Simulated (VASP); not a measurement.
# TiIn2H6 (Fm-3m) in VASP: notebook, part 2 of 2

VASP 6.6.1.

## (3) Relaxation of cell and atoms, PBE

This run uses another cell than the first one, of 10.27 Å³/atom.

The input, INCAR:

```
ALGO = Normal
EDIFF = 1E-6
EDIFFG = -0.01
ENCUT = 600
GGA = PE
IBRION = 2
ISIF = 3
ISMEAR = 0
LASPH = T
LCHARG = F
LREAL = F
LWAVE = F
NELM = 100
NSW = 100
PREC = Accurate
SIGMA = 0.1
```

The input, KPOINTS:

```
k-points
0
Gamma
  10 10 10
```

The input, POSCAR:

```
TiIn2H6
1.0
    0.0000000000      3.5885453399      3.5885453399
    3.5885453399      0.0000000000      3.5885453399
    3.5885453399      3.5885453399      0.0000000000
Ti In H
1 2 6
Direct
    0.0000000000      0.0000000000      0.0000000000
    0.2500000000      0.2500000000      0.2500000000
    0.7500000000      0.7500000000      0.7500000000
    0.7463107770      0.2536892230      0.2536892230
    0.2536892230      0.7463107770      0.2536892230
    0.2536892230      0.2536892230      0.7463107770
    0.2536892230      0.7463107770      0.7463107770
    0.7463107770      0.2536892230      0.7463107770
    0.7463107770      0.7463107770      0.2536892230
```

Potentials or basis: VASP PAW PBE potentials, release 64 (Ti_sv, In_d, H).

The run is started by

```sh
$ cat potpaw_PBE.64/Ti_sv/POTCAR potpaw_PBE.64/In_d/POTCAR potpaw_PBE.64/H/POTCAR > POTCAR
$ mpirun -np 1 vasp_std > vasp.out
```

OUTCAR:

```text
EDIFF = 1E-6
   EDIFFG = -0.01
   ENCUT = 600
   GGA = PE
   IBRION = 2
   ISIF = 3
   ISMEAR = 0
   LASPH = T
   LREAL = F
   NELM = 100
   NSW = 100
   PREC = Accurate

 ion  position               nearest neighbor table
   1  0.000  0.000  0.000-   4 1.82   5 1.82   6 1.82   7 1.82   8 1.82   9 1.82   2 3.11   3 3.11
                             3 3.11   3 3.11   3 3.11   2 3.11   2 3.11   2 3.11
   2  0.250  0.250  0.250-   1 3.11   1 3.11   1 3.11   1 3.11   3 3.59   3 3.59   3 3.59   3 3.59
                             3 3.59   3 3.59
   3  0.750  0.750  0.750-   1 3.11   1 3.11   1 3.11   1 3.11   2 3.59   2 3.59   2 3.59   2 3.59
                             2 3.59   2 3.59
   4  0.746  0.254  0.254-   1 1.82
   5  0.254  0.746  0.254-   1 1.82
   6  0.254  0.254  0.746-   1 1.82
   7  0.254  0.746  0.746-   1 1.82
   8  0.746  0.254  0.746-   1 1.82
   9  0.746  0.746  0.254-   1 1.82

  LATTYP: Found a face centered cubic cell.
 ALAT       =     7.1770906798

  Lattice vectors:

 A1 = (   0.0000000000,   3.5885453399,   3.5885453399)
 A2 = (   3.5885453399,   0.0000000000,   3.5885453399)
 A3 = (   3.5885453399,   3.5885453399,   0.0000000000)

Analysis of symmetry for initial positions (statically):
=====================================================================
[... 191 lines left out ...]

  FORCE on cell =-STRESS in cart. coord.  units (eV):
  Direction    XX          YY          ZZ          XY          YZ          ZX
  --------------------------------------------------------------------------------------
  -------------------------------------------------------------------------------------
  Total        0.0150901      0.0150901      0.0150901     -0.0000000     -0.0000000     -0.0000000
  in kB        0.2615872      0.2615872      0.2615872     -0.0000000     -0.0000000     -0.0000000
  external PRESSURE =       0.2615872 kB  Pullay stress =       0.0000000 kB
[... 73 lines left out ...]
--------------------------------------- Ionic step        3  -------------------------------------------

 number of electron      43.9999997 magnetization

 Free energy of the ion-electron system (eV)
  ---------------------------------------------------
  ext. energy  EPLUGINS =         0.00000000
  ---------------------------------------------------
  free energy    TOTEN  =       -31.43741326 eV

  energy without entropy =      -31.42433020  energy(sigma->0) =      -31.43087173

 E-fermi :   5.4262     XC(G=0): -10.2600

 val. band max:        5.4089627514   @ k =   0.4000   0.2000   0.0000
 cond. band min:       5.4395365590   @ k =   0.1000   0.1000   0.0000
 fundamental gap:      0.0305738076
 Fermi energy:         5.4261803785

 k-point     1 :       0.0000    0.0000    0.0000
  band No.  band energies     occupation
      1     -51.2063      2.00000
      2     -27.4925      2.00000
      3     -27.4925      2.00000
      4     -27.4925      2.00000
      5      -8.9454      2.00000
      6      -8.9454      2.00000
[... 709 lines left out ...]
     26       8.9371      0.00000
     27       9.8852      0.00000

 [... further k-points ...]
[... 5 lines left out ...]
  --------------------------------------------------------------------------------------
  -------------------------------------------------------------------------------------
  Total        0.0650884      0.0650884      0.0650884     -0.0000000     -0.0000000     -0.0000000
  in kB        1.1275256      1.1275256      1.1275256     -0.0000000     -0.0000000     -0.0000000
  external PRESSURE =       1.1275256 kB  Pullay stress =       0.0000000 kB
[... 24 lines left out ...]
  FREE ENERGIE OF THE ION-ELECTRON SYSTEM (eV)
  ---------------------------------------------------
  free  energy   TOTEN  =       -31.4374132608 eV

  energy  without entropy=      -31.4243301999  energy(sigma->0) =      -31.43087173

 reached required accuracy - stopping structural energy minimisation
```

OSZICAR:

```text
N       E                     dE             d eps       ncg     rms          rms(c)
DAV:   1     0.425160326012E+03    0.42516E+03   -0.23382E+04  2538   0.224E+03
DAV:   2     0.112643665448E+02   -0.41390E+03   -0.40810E+03  2547   0.517E+02
DAV:   3    -0.326184077709E+02   -0.43883E+02   -0.43103E+02  3813   0.180E+02
[... 21 lines left out ...]
DAV:   1    -0.314375818947E+02   -0.26239E-03   -0.11284E-02  2634   0.951E-01    0.899E-02
DAV:   2    -0.314375203110E+02    0.61584E-04   -0.21482E-03  3247   0.376E-01    0.763E-02
DAV:   3    -0.314374210878E+02    0.99223E-04   -0.55716E-04  3138   0.178E-01    0.261E-02
DAV:   4    -0.314374141847E+02    0.69030E-05   -0.31942E-05  3066   0.671E-02    0.773E-03
DAV:   5    -0.314374132608E+02    0.92390E-06   -0.60156E-06  3422   0.162E-02
   3 F= -.31437413E+02 E0= -.31430872E+02  d E =-.223497E-03
```

It took 5.8 min on 1 thread of Intel Xeon Platinum 8375C at 2.90GHz (Ice Lake), shared host; peak memory 0.36 GiB.

What came out:

```yaml
Free_energy: -31.4374 eV
Relaxed_volume: 10.28 Å³/atom
Relaxed_cell: a = 5.076 Å, b = 5.076 Å, c = 5.076 Å, α = 60.00°, β = 60.00°, γ = 60.00°
Space_group_after_relaxing_to_0.1_Å: Fm-3m (No. 225)
Energy_gained_by_relaxing: 0.0 meV/atom
Ionic_steps: 3
Pressure_after_relaxing: 0.1 GPa
Band_gap_on_the_k_mesh: zero (bands 22 and 23 overlap by 1.97 eV)
```

Forces in eV/Å, atoms in the order of the input:
```
Ti   0.000  0.000  0.000
In   0.000  0.000  0.000
In   0.000  0.000  0.000
H    0.003  0.000  0.000
H    0.000  0.003  0.000
H    0.000  0.000  0.003
H   -0.003  0.000  0.000
H    0.000 -0.003  0.000
H    0.000  0.000 -0.003
```

Step by step:
```tsv
step	energy change (eV)	largest force (eV/Å)	pressure (GPa)	volume (Å³)
1	0.0000	0.0229	0.03	92.42
2	-0.0001	0.0140	0.06	92.45
3	-0.0002	0.0026	0.11	92.49
```

Final structure:
```
Ti In H
1.0
     0.00000    3.58938    3.58938
     3.58938    0.00000    3.58938
     3.58938    3.58938    0.00000
Ti In H
1 2 6
Cartesian
  0.0000 0.0000 0.0000
  1.7947 1.7947 1.7947
  5.3841 5.3841 5.3841
  1.8180 3.5894 3.5894
  3.5894 1.8180 3.5894
  3.5894 3.5894 1.8180
  5.3608 3.5894 3.5894
  3.5894 5.3608 3.5894
  3.5894 3.5894 5.3608
```

Caveat: spin-orbit coupling is left out, which moves the levels of the heavy elements.

## (4) Single point, PBE

This run uses another cell than the first one, of 17.36 Å³/atom.

The input, INCAR:

```
SYSTEM = TiIn2H6
ALGO     = Normal         ! electronic algorithm
EDIFF    = 1E-6           ! SCF threshold, eV
ENCUT    = 520            ! plane-wave cutoff, eV
GGA      = PE             ! functional
ISIF     = 2              ! what is computed and relaxed
ISMEAR   = 0              ! smearing method
LASPH    = .True.         ! aspherical terms in the spheres
LCHARG   = .False.        ! write CHGCAR
LREAL    = .False.        ! projectors in reciprocal space
LWAVE    = .False.        ! write WAVECAR
NBANDS   = 32             ! bands
NELM     = 100            ! most SCF steps
PREC     = Accurate       ! precision mode
SIGMA    = 0.1            ! smearing width, eV
```

The input, KPOINTS:

```
k-points
0
Gamma
  4 4 4
  0 0 0
```

The input, POSCAR:

```
TiIn2H6
1.0
    0.0000000000      4.2751059700      4.2751059700
    4.2751059700      0.0000000000      4.2751059700
    4.2751059700      4.2751059700      0.0000000000
Ti In H
1 2 6
Direct
    0.0000000000      0.0000000000      0.0000000000
    0.2500000000      0.2500000000      0.2500000000
    0.7500000000      0.7500000000      0.7500000000
    0.7564306000      0.2435694000      0.2435694000
    0.2435694000      0.7564306000      0.2435694000
    0.2435694000      0.2435694000      0.7564306000
    0.2435694000      0.7564306000      0.7564306000
    0.7564306000      0.2435694000      0.7564306000
    0.7564306000      0.7564306000      0.2435694000
```

The run is started by

```sh
$ cat potpaw_PBE.64/Ti_sv/POTCAR potpaw_PBE.64/In_d/POTCAR potpaw_PBE.64/H/POTCAR > POTCAR
$ mpirun -np 1 vasp_std > vasp.out
```

Wall time 70 s (1 thread of Intel Xeon Platinum 8375C at 2.90GHz (Ice Lake), shared host); peak memory 0.33 GiB.

The run converged. Its results:

| Item | Value |
| --- | --- |
| Free energy | -28.6502 eV |
| Pressure | -9.5 GPa |
| Largest force | 1.147 eV/Å |
| Band gap on the k mesh | zero (bands 22 and 23 overlap by 0.60 eV) |

Forces on the atoms (eV/Å):
```
Ti   0.000  0.000  0.000
In   0.000  0.000  0.000
In   0.000  0.000  0.000
H   -1.147  0.000  0.000
H    0.000 -1.147  0.000
H    0.000  0.000 -1.147
H    1.147  0.000  0.000
H    0.000  1.147  0.000
H    0.000  0.000  1.147
```

Levels at points of the mesh, in eV from the Fermi level:
| k point | band 20 | band 21 | band 22 | band 23 | band 24 | band 25 |
| --- | --- | --- | --- | --- | --- | --- |
| (0.00, 0.00, 0.00) | -1.51 | -1.51 | -0.20 | -0.20 | -0.20 | 0.21 |
| (0.50, 0.00, 0.00) | -1.58 | -1.58 | -0.94 | 0.19 | 0.19 | 0.88 |
| (0.50, 0.50, 0.00) | -2.45 | -1.91 | 0.40 | 0.40 | 0.43 | 0.90 |

Caveat: the cell stands under tension; spin-orbit coupling is left out, which moves the levels of the heavy elements; forces of over 1 eV/Å act on the atoms, so gaps and moduli don't describe the material at rest.

## (5) Single point, PBE

This run uses another cell than the first one, of 10.27 Å³/atom.

The input, INCAR:

```
SYSTEM = TiIn2H6
  PREC = Accurate
  ENCUT = 520
  EDIFF = 1E-6
  ISMEAR = 0
  SIGMA = 0.1
  LREAL = .FALSE.
  LASPH = .TRUE.
  NELM = 100
  ALGO = Normal
  ISIF = 2
  LWAVE = .FALSE.
  LCHARG = .FALSE.
  GGA = PE
  NBANDS = 32
```

The input, KPOINTS:

```
regular mesh
0
G
  4 4 4
  0 0 0
```

The input, POSCAR:

```
TiIn2H6
1.0
    0.0000000000      3.5885453399      3.5885453399
    3.5885453399      0.0000000000      3.5885453399
    3.5885453399      3.5885453399      0.0000000000
Ti In H
1 2 6
Direct
    0.0000000000      0.0000000000      0.0000000000
    0.2500000000      0.2500000000      0.2500000000
    0.7500000000      0.7500000000      0.7500000000
    0.7463107770      0.2536892230      0.2536892230
    0.2536892230      0.7463107770      0.2536892230
    0.2536892230      0.2536892230      0.7463107770
    0.2536892230      0.7463107770      0.7463107770
    0.7463107770      0.2536892230      0.7463107770
    0.7463107770      0.7463107770      0.2536892230
```

The run is started by

```sh
$ cat potpaw_PBE.64/Ti_sv/POTCAR potpaw_PBE.64/In_d/POTCAR potpaw_PBE.64/H/POTCAR > POTCAR
$ mpirun -np 1 vasp_std > vasp.out
```

Wall time 36 s (1 thread of Intel Xeon Platinum 8375C at 2.90GHz (Ice Lake), shared host); peak memory 0.24 GiB.

It converged, with:

```yaml
Free_energy: -31.3982 eV
Pressure: -0.4 GPa
Largest_force: 0.017 eV/Å
Band_gap_on_the_k_mesh: zero (bands 22 and 23 overlap by 1.98 eV)
```

Forces in eV/Å, atoms in the order of the input:
```
Ti   0.000  0.000  0.000
In   0.000  0.000  0.000
In   0.000  0.000  0.000
H    0.017  0.000  0.000
H    0.000  0.017  0.000
H    0.000  0.000  0.017
H   -0.017  0.000  0.000
H    0.000 -0.017  0.000
H    0.000  0.000 -0.017
```

Levels at points of the mesh, in eV from the Fermi level:
```
           k point  band 19  band 20  band 21  band 22  band 23  band 24  band 25  band 26
(0.00, 0.00, 0.00)    -2.11    -2.11    -1.16    -1.16    -1.16    -1.11     3.12     3.61
(0.50, 0.00, 0.00)    -2.28    -2.28    -1.49    -0.61     0.18     0.18     2.76     3.66
(0.50, 0.50, 0.00)    -3.97    -3.73    -2.68     0.82     0.82     2.25     2.65     2.77
```

Caveat: the k points lie up to 0.38 Å⁻¹ apart, too coarse for converged energies and pressures of a metal; spin-orbit coupling is left out, which moves the levels of the heavy elements.

## (6) Relaxation of cell and atoms, PBE

This run uses another cell than the first one, of 17.36 Å³/atom.

The input, INCAR:

```
SYSTEM = TiIn2H6
PREC     = Accurate       ! precision mode
ENCUT    = 600            ! plane-wave cutoff, eV
EDIFF    = 1E-6           ! SCF threshold, eV
ISMEAR   = 0              ! smearing method
SIGMA    = 0.1            ! smearing width, eV
LREAL    = .False.        ! projectors in reciprocal space
LASPH    = .True.         ! aspherical terms in the spheres
NELM     = 100            ! most SCF steps
ALGO     = Normal         ! electronic algorithm
ISIF     = 3              ! what is computed and relaxed
LWAVE    = .False.        ! write WAVECAR
LCHARG   = .False.        ! write CHGCAR
GGA      = PE             ! functional
IBRION   = 2              ! ionic algorithm
NSW      = 90             ! ionic steps
EDIFFG   = -0.04          ! ionic threshold
```

The input, KPOINTS:

```
regular mesh
0
Gamma
  4 4 4
  0 0 0
```

The input, POSCAR:

```
TiIn2H6
1.0
    0.0000000000      4.2751059700      4.2751059700
    4.2751059700      0.0000000000      4.2751059700
    4.2751059700      4.2751059700      0.0000000000
Ti In H
1 2 6
Direct
    0.0000000000      0.0000000000      0.0000000000
    0.2500000000      0.2500000000      0.2500000000
    0.7500000000      0.7500000000      0.7500000000
    0.7564306000      0.2435694000      0.2435694000
    0.2435694000      0.7564306000      0.2435694000
    0.2435694000      0.2435694000      0.7564306000
    0.2435694000      0.7564306000      0.7564306000
    0.7564306000      0.2435694000      0.7564306000
    0.7564306000      0.7564306000      0.2435694000
```

Potentials or basis: VASP PAW PBE potentials, release 64 (Ti_sv, In_d, H).

The run is started by

```sh
$ cat potpaw_PBE.64/Ti_sv/POTCAR potpaw_PBE.64/In_d/POTCAR potpaw_PBE.64/H/POTCAR > POTCAR
$ mpirun -np 1 vasp_std > vasp.out
```

Wall time 8.1 min (1 thread of Intel Xeon Platinum 8375C at 2.90GHz (Ice Lake), shared host); peak memory 0.37 GiB.

The run converged. Its results:

```
Free energy                           : -31.4046 eV
Relaxed volume                        : 10.33 Å³/atom
Relaxed cell                          : a = 5.085 Å, b = 5.085 Å, c = 5.085 Å, α = 60.00°, β = 60.00°, γ = 60.00°
Space group after relaxing (to 0.1 Å) : Fm-3m (No. 225)
Energy gained by relaxing             : 305.9 meV/atom
Ionic steps                           : 10
Pressure after relaxing               : -0.5 GPa
Largest force after relaxing          : 0.039 eV/Å
Band gap on the k mesh                : zero (bands 22 and 23 overlap by 1.96 eV)
```

Forces on the atoms (eV/Å):
```
Ti   0.000  0.000  0.000
In   0.000  0.000  0.000
In   0.000  0.000  0.000
H    0.039  0.000  0.000
H    0.000  0.039  0.000
H    0.000  0.000  0.039
H   -0.039  0.000  0.000
H    0.000 -0.039  0.000
H    0.000  0.000 -0.039
```

The path:
```tsv
step	energy change (eV)	largest force (eV/Å)	pressure (GPa)	volume (Å³)
1	0.0000	1.1474	-9.40	156.27
2	-1.4618	0.4917	-7.40	134.34
3	-2.0812	0.4257	-3.74	117.52
4	-2.1160	0.8046	-2.13	112.42
5	-2.1173	0.7440	-2.16	113.21
6	-2.3354	0.6732	-1.66	107.36
7	-2.6931	0.4523	2.49	91.05
8	-2.7408	0.1462	-1.81	94.00
9	-2.7534	0.0297	-0.63	93.04
10	-2.7535	0.0390	-0.51	93.00
```

Final structure:
```
CELL_PARAMETERS angstrom
0.00000 3.59598 3.59598
3.59598 0.00000 3.59598
3.59598 3.59598 0.00000
ATOMIC_POSITIONS crystal
Ti 0.00000 0.00000 0.00000
In 0.25000 0.25000 0.25000
In 0.75000 0.75000 0.75000
H 0.74704 0.25296 0.25296
H 0.25296 0.74704 0.25296
H 0.25296 0.25296 0.74704
H 0.25296 0.74704 0.74704
H 0.74704 0.25296 0.74704
H 0.74704 0.74704 0.25296
```

Levels at points of the mesh, in eV from the Fermi level:
```
           k point  band 19  band 20  band 21  band 22  band 23  band 24  band 25  band 26
(0.00, 0.00, 0.00)    -2.11    -2.11    -1.14    -1.14    -1.14    -1.13     3.09     4.01
(0.50, 0.00, 0.00)    -2.28    -2.28    -1.50    -0.60     0.19     0.19     2.73     3.66
(0.50, 0.50, 0.00)    -3.96    -3.72    -2.68     0.82     0.82     2.22     2.63     2.77
```

Caveat: the volume moved by over 15 % at a fixed basis, so the end points are rough; spin-orbit coupling is left out, which moves the levels of the heavy elements.

## (7) Overview

```tsv
task	cell	k mesh	cutoff (eV)	gap on the mesh (eV)	pressure (GPa)	largest force (eV/Å)
single point	a = 5.080 Å, angles 60.0°, 9 atoms, atomic positions A	10 × 10 × 10	520	none	-0.1	-
relaxation of cell and atoms	relaxed from a = 5.075 Å, angles 60.0°, 9 atoms, atomic positions B	10 × 10 × 10	600	none	0.1	-
single point	a = 6.046 Å, angles 60.0°, 9 atoms, atomic positions C	4 × 4 × 4	520	none	-9.5	1.15
single point	a = 5.075 Å, angles 60.0°, 9 atoms, atomic positions B	4 × 4 × 4	520	none	-0.4	0.02
relaxation of cell and atoms	relaxed from a = 6.046 Å, angles 60.0°, 9 atoms, atomic positions C	4 × 4 × 4	600	none	-0.5	0.04
```

Alike in all rows: level PBE; potentials or basis VASP PAW PBE potentials, release 64 (Ti_sv, In_d, H); no spin polarisation; smearing gaussian 0.1 eV.

Caveats: some runs use coarse meshes; spin-orbit coupling is left out, which moves the levels of the heavy elements; the cell stands under tension (at least some runs); forces of over 1 eV/Å act on the atoms, so gaps and moduli don't describe the material at rest (at least some runs); the volume moved by over 15 % at a fixed basis, so the end points are rough (at least some runs).

Absolute energies hang on the potentials; compare differences alone.

The gap in the log of VASP goes by the Fermi energy; the results here count the filled bands.